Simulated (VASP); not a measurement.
Input of a VASP 6.6.1 run:

INCAR

```
PREC = Accurate ; ENCUT = 620
EDIFF = 1E-6 ; ISMEAR = 0
SIGMA = 0.05 ; LREAL = False
LASPH = True ; NELM = 200
ALGO = Normal ; ISIF = 2
LWAVE = False ; LCHARG = True
GGA = PS ; LELF = True
LVHAR = True ; NBANDS = 51
GGA_COMPAT = False ; LMAXMIX = 6
```

Contents of KPOINTS:

```
Automatic mesh
0
Gamma
  1 1 1
```

File POSCAR:

```
La2MgTiO6
1.0
    5.2665127402      0.0000000000      0.0000000000
    0.0000000000      5.2665127402      0.0000000000
    0.0000000000      0.0000000000      5.2665127402
La Mg O Ti
2 1 6 1
Direct
    0.5399291400      0.9172340652      0.2062026786
    0.0528246690      0.4043213574      0.2062129528
    0.5216931965      0.3861609666      0.6297632464
    0.4537137139      0.3180830750      0.9890304115
    0.2831080099      0.6533687919      0.5005229455
    0.7997060229      0.6641449501      0.4492593903
    0.2603223877      0.1247328817      0.4643948587
    0.7889328601      0.1474883148      0.5006176467
   -0.0067174189      0.8576182963      0.9540407358
    0.0248067031      0.8892034965      0.6166062580
```

Potentials or basis: VASP PAW PBE potentials, release 64 (La, Mg_sv, O, Ti_sv).

Launch:

```sh
$ cat potpaw_PBE.64/La/POTCAR potpaw_PBE.64/Mg_sv/POTCAR potpaw_PBE.64/O/POTCAR potpaw_PBE.64/Ti_sv/POTCAR > POTCAR
$ mpirun -np 1 vasp_gam > vasp.out
```

Problem. Estimate the pressure.

Solution. -0.1 GPa.

Problem. Predict the largest force.

Solution. 0.106 eV/Å.

Forces in eV/Å, atoms in the order of the input:
```
La  -0.014 -0.008  0.007
La  -0.010 -0.013  0.007
Mg   0.014  0.012 -0.006
O    0.001  0.003  0.034
O    0.015 -0.009 -0.019
O   -0.021 -0.025 -0.032
O    0.013  0.014 -0.032
O   -0.009  0.017 -0.019
O   -0.002 -0.003  0.106
Ti   0.012  0.012 -0.046
```

Caveat: the k points lie up to 1.19 Å⁻¹ apart, too coarse for converged energies, forces and pressures; the PAW data sets were made with another functional, which shifts forces and pressure a little.
